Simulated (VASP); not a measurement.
# Y2SiF2 (P-3m1) in VASP: density of states with PBE

Aim: the density of states of Y2SiF2 with PBE.

Everything below comes from runs of VASP 6.6.1. Logs are shortened: lines on timing, memory, paths and dates and some standing lists are left out, and cuts for length are marked.

**1. The cell of the first run**

It takes space group P-3m1 (No. 164, trigonal). Conventional cell: a = 4.062 Å, b = 4.062 Å, c = 6.611 Å, α = 90.00°, β = 90.00°, γ = 120.00°. Within 3.1 Å of Y (site symmetry 3m) lie 4 F at 2.34 to 2.56 Å and 3 Si at 2.85 Å. Si (site symmetry -3m) has 6 Y at 2.85 Å and 6 F at 3.54 Å within 3.8 Å. F (site symmetry 3m) has 4 Y at 2.34 to 2.56 Å and 3 F at 2.69 Å within 3.1 Å.

**2. Density of states, PBE**

The input, POSCAR:

```
Y2SiF2
1.0
    4.0617294846      0.0000000000      0.0000000000
   -2.0308647423      3.5175609170      0.0000000000
    0.0000000000      0.0000000000      6.6110134795
Y Si F
2 1 2
Direct
    0.3333333333      0.6666666667      0.7442606136
    0.6666666667      0.3333333333      0.2557393864
    0.0000000000      0.0000000000      0.5000000000
    0.3333333333      0.6666666667      0.0989262698
    0.6666666667      0.3333333333      0.9010737302
```

The input, INCAR.step1:

```
SYSTEM = Y2SiF2
  ALGO = Normal
  EDIFF = 1E-6
  ENCUT = 520
  GGA = PE
  ISIF = 2
  ISMEAR = 0
  LASPH = .TRUE.
  LCHARG = .TRUE.
  LMAXMIX = 4
  LREAL = .FALSE.
  LWAVE = .FALSE.
  NBANDS = 28
  NELM = 60
  PREC = Accurate
  SIGMA = 0.01
```

The input, KPOINTS.step1:

```
k-points
0
G
  12 12 6
  0 0 0
```

The input, INCAR.step2:

```
SYSTEM = Y2SiF2
  ALGO = Normal
  EDIFF = 1E-6
  ENCUT = 520
  GGA = PE
  ICHARG = 11
  ISIF = 2
  ISMEAR = -5
  LASPH = .TRUE.
  LCHARG = .FALSE.
  LMAXMIX = 4
  LORBIT = 10
  LREAL = .FALSE.
  LWAVE = .FALSE.
  NEDOS = 1001
  NELM = 60
  PREC = Accurate
  SIGMA = 0.01
```

The input, KPOINTS.step2:

```
k-points
0
G
  18 18 9
  0 0 0
```

Potentials or basis: VASP PAW PBE potentials, release 64 (Y_sv, Si, F).

Started as:

```sh
cat potpaw_PBE.64/Y_sv/POTCAR potpaw_PBE.64/Si/POTCAR potpaw_PBE.64/F/POTCAR > POTCAR
cp INCAR.step1 INCAR
cp KPOINTS.step1 KPOINTS
mpirun -np 1 vasp_std > vasp.out
cp INCAR.step2 INCAR
cp KPOINTS.step2 KPOINTS
mpirun -np 1 vasp_std > vasp.out
```

OUTCAR:

```text
SYSTEM = Y2SiF2
   EDIFF = 1E-6
   ENCUT = 520
   GGA = PE
   ICHARG = 11
   ISIF = 2
   ISMEAR = -5
   LASPH = .TRUE.
   LORBIT = 10
   LREAL = .FALSE.
   NELM = 60
   PREC = Accurate

 ion  position               nearest neighbor table
   1  0.333  0.667  0.744-   4 2.34   5 2.56   5 2.56   5 2.56   3 2.85   3 2.85   3 2.85   2 3.99
                             2 3.99   2 3.99   2 4.11   2 4.11   2 4.11
   2  0.667  0.333  0.256-   5 2.34   4 2.56   4 2.56   4 2.56   3 2.85   3 2.85   3 2.85   1 3.99
                             1 3.99   1 3.99   1 4.11   1 4.11   1 4.11
   3  0.000  0.000  0.500-   1 2.85   2 2.85   2 2.85   1 2.85   2 2.85   1 2.85
   4  0.333  0.667  0.099-   1 2.34   2 2.56   2 2.56   2 2.56
   5  0.667  0.333  0.901-   2 2.34   1 2.56   1 2.56   1 2.56

  LATTYP: Found a hexagonal cell.
 ALAT       =     4.0617294846
 C/A-ratio  =     1.6276351009

  Lattice vectors:

 A1 = (   4.0617294846,   0.0000000000,   0.0000000000)
 A2 = (  -2.0308647423,   3.5175609170,   0.0000000000)
 A3 = (   0.0000000000,   0.0000000000,   6.6110134795)

Analysis of symmetry for initial positions (statically):
=====================================================================
 Subroutine PRICEL returns:
 Original cell was already a primitive cell.

 Routine SETGRP: Setting up the symmetry group for a
 hexagonal supercell.

 Subroutine GETGRP returns: Found 12 space group operations
 (whereof 12 operations were pure point group operations)
 out of a pool of 24 trial point group operations.

The static configuration has the point symmetry D_3d.

Analysis of symmetry for dynamics (positions and initial velocities):
=====================================================================
 Subroutine PRICEL returns:
 Original cell was already a primitive cell.

 Routine SETGRP: Setting up the symmetry group for a
 hexagonal supercell.

 Subroutine GETGRP returns: Found 12 space group operations
 (whereof 12 operations were pure point group operations)
 out of a pool of 24 trial point group operations.

The dynamic configuration has the point symmetry D_3d.

 Subroutine INISYM returns: Found 12 space group operations
 (whereof 12 operations are pure point group operations),
 and found     1 'primitive' translations

----------------------------------------------------------------------------------------

                                     Primitive cell

  volume of cell :      94.4541

  direct lattice vectors                    reciprocal lattice vectors
[... 104 lines left out ...]
   TEBEG  =    0.0;   TEEND  =   0.0 temperature during run
   PSTRESS=    0.0 pullay stress
   NELECT =      40.0000    total number of electrons
   NUPDOWN=      -1.0000    fix difference up-down
   EMIN   =  10.00;   EMAX   =-10.00  energy-range for DOS
   EFERMI =   0.00;   METHOD = LEGACY
   ISMEAR =    -5;   SIGMA  =   0.01  broadening in eV -4-tet -1-fermi 0-gaus
   EFERMI_NEDOS =   21; number of points for ismear=-14 and -15
   IALGO  =     38    algorithm
   IMIX   =      4    mixing-type and parameters
     AMIX     =   0.40;   BMIX     =  1.00
     AMIX_MAG =   1.60;   BMIX_MAG =  1.00
  volume/ion in A,a.u.               =      18.89       127.48
  Fermi-wavevector in a.u.,A,eV,Ry     =   1.229385  2.323201 20.563678  1.511388
  Thomas-Fermi vector in A             =   2.364274
   LORBIT       =     10    0 simple, 1 ext, 2 COOP (PROOUT), +10 PAW based schemes
   GGA     = PE    functional components
   LHFCALC =     F    Hartree Fock is set to
   AEXX    =    0.0000 exact exchange contribution
   IVDW    =     0    specifies the selected vdW correction
   LEPSILON=     F    determine dielectric tensor
   LRPA    =     F    only Hartree local field effects (RPA)
 non-spin polarized calculation
 Fermi weights with tetrahedron method with Bloechl corrections
  energy-cutoff  :      520.00
  volume of cell :       94.45
 maximum number of plane-waves:      2571

 number of electron      40.0000018 magnetization

 Free energy of the ion-electron system (eV)
  ---------------------------------------------------
  ext. energy  EPLUGINS =         0.00000000
  ---------------------------------------------------
  free energy    TOTEN  =       -34.03755120 eV

  energy without entropy =      -34.03755120  energy(sigma->0) =      -34.03755120

 E-fermi :   4.3196     XC(G=0):  -9.7762

 val. band max:        4.2958827815   @ k =   0.0000   0.0000   0.4444
 cond. band min:       4.4225659925   @ k =   0.5000   0.0000   0.0000
 fundamental gap:      0.1266832109
 Fermi energy:         4.3195967160

 k-point     1 :       0.0000    0.0000    0.0000
  band No.  band energies     occupation
      1     -38.7677      2.00000
      2     -38.7487      2.00000
      3     -21.4563      2.00000
      4     -20.6743      2.00000
      5     -18.7071      2.00000
      6     -18.7070      2.00000
[... 637 lines left out ...]
     23       7.3462      0.00000
     24       7.5705      0.00000

 [... further k-points ...]
[... 5 lines left out ...]
  --------------------------------------------------------------------------------------
  -------------------------------------------------------------------------------------
  Total       -0.0940647     -0.0940647     -0.0417510      0.0000000      0.0000000      0.0000000
  in kB       -1.5955725     -1.5955725     -0.7082021      0.0000000      0.0000000      0.0000000
  external PRESSURE =      -1.2997823 kB  Pullay stress =       0.0000000 kB

 VOLUME and BASIS-vectors are now :
 -----------------------------------------------------------------------------
  energy-cutoff  :      520.00
  volume of cell :       94.45
      direct lattice vectors                 reciprocal lattice vectors
     4.061729485  0.000000000  0.000000000     0.246200542  0.142143949  0.000000000
    -2.030864742  3.517560917  0.000000000     0.000000000  0.284287898  0.000000000
     0.000000000  0.000000000  6.611013480     0.000000000  0.000000000  0.151262738

 POSITION                                       TOTAL-FORCE (eV/Angst)
 -----------------------------------------------------------------------------------
     -0.00000      2.34504      4.92032        -0.000000     -0.000000     -0.015618
      2.03086      1.17252      1.69070        -0.000000      0.000000      0.015618
      0.00000      0.00000      3.30551        -0.000000      0.000000      0.000000
     -0.00000      2.34504      0.65400        -0.000000      0.000000      0.006374
      2.03086      1.17252      5.95701         0.000000     -0.000000     -0.006374
 -----------------------------------------------------------------------------------
    total drift:                               -0.000000      0.000000     -0.000000

  FREE ENERGIE OF THE ION-ELECTRON SYSTEM (eV)
  ---------------------------------------------------
  free  energy   TOTEN  =       -34.0375512038 eV

  energy  without entropy=      -34.0375512038  energy(sigma->0) =      -34.03755120

 total charge

# of ion       s       p       d       f       tot
--------------------------------------------------
    1        2.171   6.313   0.882   0.051   9.416
    2        2.171   6.313   0.882   0.051   9.416
    3        0.775   1.010   0.000   0.000   1.785
    4        1.736   4.359   0.000   0.000   6.095
    5        1.736   4.359   0.000   0.000   6.095
--------------------------------------------------
tot          8.589  22.353   1.764   0.102  32.808
```

OUTCAR.step1:

```text
SYSTEM = Y2SiF2
   EDIFF = 1E-6
   ENCUT = 520
   GGA = PE
   ISIF = 2
[... 980 lines left out ...]
      2.03086      1.17252      1.69070        -0.000000      0.000000      0.016152
      0.00000      0.00000      3.30551         0.000000      0.000000      0.000000
     -0.00000      2.34504      0.65400         0.000000     -0.000000      0.007045
      2.03086      1.17252      5.95701        -0.000000      0.000000     -0.007045
 -----------------------------------------------------------------------------------
    total drift:                               -0.000000      0.000000     -0.000000

  FREE ENERGIE OF THE ION-ELECTRON SYSTEM (eV)
  ---------------------------------------------------
  free  energy   TOTEN  =       -34.0373654725 eV

  energy  without entropy=      -34.0373654725  energy(sigma->0) =      -34.03736547
```

OSZICAR.step1:

```text
N       E                     dE             d eps       ncg     rms          rms(c)
DAV:   1     0.237827169928E+03    0.23783E+03   -0.20732E+04  5624   0.138E+03
DAV:   2    -0.186524632560E+02   -0.25648E+03   -0.25032E+03  6664   0.328E+02
DAV:   3    -0.370260673675E+02   -0.18374E+02   -0.18273E+02  7992   0.752E+01
DAV:   4    -0.382401513287E+02   -0.12141E+01   -0.12121E+01  8884   0.142E+01
DAV:   5    -0.382585012974E+02   -0.18350E-01   -0.18348E-01  7596   0.189E+00    0.367E+01
DAV:   6    -0.342475462121E+02    0.40110E+01   -0.13482E+01  6020   0.179E+01    0.273E+01
DAV:   7    -0.340373990702E+02    0.21015E+00   -0.35939E+00  8280   0.803E+00    0.124E+01
DAV:   8    -0.340404721701E+02   -0.30731E-02   -0.19085E-01  7140   0.220E+00    0.100E+00
DAV:   9    -0.340366822326E+02    0.37899E-02   -0.43895E-02  6372   0.104E+00    0.363E-01
DAV:  10    -0.340370390453E+02   -0.35681E-03   -0.39536E-03  7904   0.448E-01    0.158E-01
DAV:  11    -0.340372334994E+02   -0.19445E-03   -0.95890E-04  6632   0.166E-01    0.701E-02
DAV:  12    -0.340373524835E+02   -0.11898E-03   -0.21721E-04  7524   0.806E-02    0.422E-02
DAV:  13    -0.340373641245E+02   -0.11641E-04   -0.40944E-05  8256   0.338E-02    0.235E-02
DAV:  14    -0.340373645925E+02   -0.46805E-06   -0.13290E-05  6760   0.224E-02    0.831E-03
DAV:  15    -0.340373654725E+02   -0.88000E-06   -0.15537E-06  5380   0.747E-03
   1 F= -.34037365E+02 E0= -.34037365E+02  d E =-.150421E-14
```

It took 16 min on 1 thread of Oxide Virtual Turin-like, shared host; peak memory 0.68 GiB.

What came out:

* Valence electrons inside the program's atomic spheres: Y 9.42; Si 1.78; F 6.09
